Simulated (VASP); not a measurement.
Runs of VASP 6.6.1 on Ho2BN3. The structure is that of space group P6/mmm (No. 191), or close to it. The cells are those of the table. The cell was generated, and may not be a known phase.

```csv
task,cell,k mesh,gap on the mesh (eV),pressure (GPa),relaxed volume (Å³/atom)
single point,"a = 7.212, b = 7.212, c = 5.297 Å, angles 90.0, 90.0, 120.0°, 6 atoms",6 × 6 × 4,none,0.3,-
relaxation of cell and atoms,"relaxed from a = 5.367, b = 5.367, c = 4.239 Å, angles 90.0, 90.0, 120.0°, 6 atoms",6 × 6 × 4,none,0.1,33.70
single point,"a = 7.206, b = 7.206, c = 6.278 Å, angles 90.0, 90.0, 120.0°, 6 atoms",6 × 6 × 8,none,0.3,-
relaxation of cell and atoms,"relaxed from a = 7.206, b = 7.206, c = 6.278 Å, angles 90.0, 90.0, 120.0°, 6 atoms",6 × 6 × 6,none,0.0,47.46
single point,"a = 5.367, b = 5.367, c = 4.239 Å, angles 90.0, 90.0, 120.0°, 6 atoms",6 × 6 × 4,none,(a),-
single point,"a = 7.206, b = 7.206, c = 6.278 Å, angles 90.0, 90.0, 120.0°, 6 atoms",6 × 6 × 6,none,0.3,-
```

Alike in all rows: level PBE; potentials or basis VASP PAW PBE potentials, release 64 (Ho_3, B, N), 4f in core; no spin polarisation; cutoff (eV) 600; smearing gaussian 0.1 eV.

Question: Fill in the values left out.

Answer: (a) 152.2.

Caveats: some runs use coarse meshes; spin-orbit coupling is left out, which moves the levels of the heavy elements; the 4f electrons are frozen in the core, so they carry no moment and show no levels; the run has no spin polarisation, though such a crystal can be magnetic; the volume moved by over 15 % at a fixed basis, so the end points are rough (at least some runs).

A k mesh can miss the band edges, and the runs leave out spin-orbit coupling on Ho.

A gap of «none» marks levels without a gap at the run's occupations.
